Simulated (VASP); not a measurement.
Here is a VASP 6.6.1 calculation.

The input INCAR:

```
SYSTEM = Si2Ni
  ALGO = Normal
  EDIFF = 1E-7
  ENCUT = 520
  GGA = PS
  ISIF = 2
  ISMEAR = 0
  LASPH = .TRUE.
  LCHARG = .FALSE.
  LREAL = .FALSE.
  LWAVE = .FALSE.
  NBANDS = 48
  NELM = 100
  PREC = Accurate
  SIGMA = 0.15
```

Contents of KPOINTS:

```
k-points
0
G
  10 10 10
  0 0 0
```

File POSCAR:

```
Si2Ni
1.0
    5.3914097097      0.0000000000      0.0000000000
    0.0000000000     -5.3914097097      0.0000000000
    0.0000000000      0.0000000000     -5.3914097097
Si Ni
8 4
Direct
    0.2500000000      0.2500000000      0.2500000000
    0.7500000000      0.7500000000      0.2500000000
    0.7500000000      0.2500000000      0.7500000000
    0.2500000000      0.7500000000      0.7500000000
    0.7500000000      0.7500000000      0.7500000000
    0.2500000000      0.2500000000      0.7500000000
    0.2500000000      0.7500000000      0.2500000000
    0.7500000000      0.2500000000      0.2500000000
    0.0000000000      0.0000000000      0.0000000000
    0.5000000000      0.5000000000      0.0000000000
    0.5000000000      0.0000000000      0.5000000000
    0.0000000000      0.5000000000      0.5000000000
```

Potentials or basis: VASP PAW PBE potentials, release 64 (Si, Ni).

Run with:

```console
$ cat potpaw_PBE.64/Si/POTCAR potpaw_PBE.64/Ni/POTCAR > POTCAR
$ mpirun -np 1 vasp_std > vasp.out
```

Question: Estimate the band gap on the k mesh.

Answer: Zero (bands 36 and 37 overlap by 0.73 eV).

Question: What does it give for the pressure?

Answer: -0.1 GPa.

Caveat: the PAW data sets were made with another functional, which shifts forces and pressure a little. Spin polarisation is off, so any magnetic state and its effect on volume and gap are missing.
